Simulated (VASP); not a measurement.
# Si: single point with r2SCAN

The system is Si.

```
Si
1.0
     0.00000    2.19664    2.19664
     2.19664    0.00000    2.19664
     2.19664    2.19664    0.00000
Si
1
Direct
  0.00000 0.00000 0.00000
```

This isn't the form of Si at room conditions, which is diamond.

* Program: VASP 6.6.1
* Task: single point
* Functional: r2SCAN
* Potentials or basis: VASP PAW PBE potentials, release 64 (Si)
* Cutoff: 550 eV
* k mesh: 8 × 8 × 8
* Occupations: gaussian, width 0.1 eV
* Spin: no spin polarisation
* Dipole correction: no
* Further INCAR settings: ALGO = Normal; EDIFF = 1e-06; NBANDS = 8

| Item | Value |
| --- | --- |
| Pressure | -14.1 GPa |
| Band gap on the k mesh | zero (bands 2 and 3 overlap by 9.88 eV) |

Levels at points of the mesh, in eV from the Fermi level:
```
           k point  band 1  band 2  band 3  band 4  band 5
(0.00, 0.00, 0.00)  -12.08    7.78    7.78    7.78   11.25
(0.50, 0.00, 0.00)   -7.15   -5.07    6.03    6.03   10.41
(0.50, 0.50, 0.00)   -4.87   -4.00    2.39    2.39    5.18
```

Wall time 23 s on 1 thread of Intel(R) Xeon(R) Platinum 8259CL CPU @ 2.50GHz (Skylake/Cascade Lake), on a shared host, peak memory 0.13 GiB.

Caveat: the cell stands under tension; the PAW data sets were made with another functional, which shifts forces and pressure a little.
